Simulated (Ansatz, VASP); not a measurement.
**One calculation of In, two programs**

Contents of POSCAR:

```
In
1.0
   -2.9174576516      2.9174576516      1.5915270036
    2.9174576516     -2.9174576516      1.5915270036
    2.9174576516      2.9174576516     -1.5915270036
In
2
Direct
    0.0000000000      0.0000000000      0.0000000000
    0.7500000000      0.2500000000      0.5000000000
```

Contents of INCAR.step1:

```
  ALGO = Normal
  EDIFF = 1E-4
  ENCUT = 520
  GGA = PE
  ISMEAR = 0
  LASPH = True
  LCHARG = False
  LREAL = False
  LWAVE = True
  NBANDS = 20
  NELM = 80
  PREC = Accurate
  SIGMA = 0.1
```

INCAR.step2

```
  ALGO = Normal
  EDIFF = 1E-6
  ENCUT = 520
  ISIF = 2
  ISMEAR = 0
  ISTART = 1
  LASPH = True
  LCHARG = False
  LMIXTAU = True
  LREAL = False
  LWAVE = False
  METAGGA = R2SCAN
  NBANDS = 20
  NELM = 80
  PREC = Accurate
  SIGMA = 0.1
```

Contents of KPOINTS:

```
k-points
0
Gamma
  6 6 6
```

Input for Ansatz:

```yaml
crystal:
  lattice:
    - [-2.9174576516, 2.9174576516, 1.5915270036]
    - [2.9174576516, -2.9174576516, 1.5915270036]
    - [2.9174576516, 2.9174576516, -1.5915270036]
  atoms:
    - { symbol: In, position: [0.0, 0.0, 0.0] }
    - { symbol: In, position: [0.75, 0.25, 0.5] }
basis:
  ecutwfc: 500
kpoints:
  mp_grid: { grid: [6, 6, 6] }
hamiltonian:
  xc: r2scan
scf:
  occupations: { method: gaussian, width: 0.1 }
  lower_state_search: "off"
output:
  forces: true
  stress: true
  eigenvalues: true
```

Alike in both runs: task single point; functional r2SCAN; k mesh 6 × 6 × 6; occupations gaussian, width 0.1 eV; no spin polarisation.

|  | VASP | Ansatz |
| --- | --- | --- |
| version | VASP 6.6.1 | Ansatz 0.2.0 |
| potentials or method | VASP PAW PBE potentials, release 64 (In_d), cutoff 520 eV | scalar-relativistic, plane waves, PAW |
| valence electrons in the cell | 26 | 26 |

```csv
,VASP,Ansatz,Ansatz less VASP
gap on the k mesh at the Fermi level (eV),none,none,-
pressure (GPa),0.4,0.4,-0.01
"traceless stress, the component that is largest in VASP (GPa)",-1.18,-1.18,-0.004
```

VASP's potentials were made for PBE, not for r2SCAN. A gap of «none» marks a metal or a gap that the smearing closes. With one functional, cell and mesh, what is left measures potentials, basis and numerics.

The k mesh is coarse, so the values compare programs but aren't converged.
